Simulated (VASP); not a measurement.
A run of VASP 6.6.1 is set up as follows.

INCAR

```
SYSTEM = PbS
  PREC = Accurate
  ENCUT = 520
  EDIFF = 1E-8
  ISMEAR = -1
  SIGMA = 0.01
  LREAL = .FALSE.
  LASPH = .TRUE.
  NELM = 60
  ALGO = Normal
  ISIF = 2
  LWAVE = .FALSE.
  LCHARG = .FALSE.
  GGA = PE
  LEFG = .TRUE.
  NBANDS = 28
```

Contents of KPOINTS:

```
regular mesh
0
G
  7 7 3
  0 0 0
```

Contents of POSCAR:

```
PbS
1.0
    2.8522850000     -2.8130000000      0.0000000000
    2.8522850000      2.8130000000      0.0000000000
   -1.0476485000      0.0000000000     11.7092900000
Pb S
2 2
Direct
    0.7756000000      0.7756000000      0.6363800000
    0.2244000000      0.2244000000      0.3636200000
    0.2684000000      0.2684000000      0.5986000000
    0.7316000000      0.7316000000      0.4014000000
```

Potentials or basis: VASP PAW PBE potentials, release 64 (Pb_d, S).

Run with:

```sh
$ cat potpaw_PBE.64/Pb_d/POTCAR potpaw_PBE.64/S/POTCAR > POTCAR
$ mpirun -np 1 vasp_std > vasp.out
```

**Question.** Estimate the band gap on the k mesh.

**Answer.** 0.95 eV, indirect (least direct gap 1.01 eV).

**Question.** Estimate the largest force.

**Answer.** 0.127 eV/Å.

Electric field gradients, principal values (V/Å²):
| atom | least | middle | greatest (by size) |
| --- | --- | --- | --- |
| 1 Pb | -7.770 | -46.199 | 53.968 |
| 2 Pb | -7.770 | -46.199 | 53.968 |
| 3 S | 0.870 | 3.204 | -4.074 |
| 4 S | 0.870 | 3.204 | -4.074 |

Caveat: the cell differs from its parent crystal (equal xx and yy strain of -3 %); without QUAD_EFG the Cq values of the log hold for a quadrupole moment of 1 mb, not for the nuclei; spin-orbit coupling is left out, which moves the levels of the heavy elements.
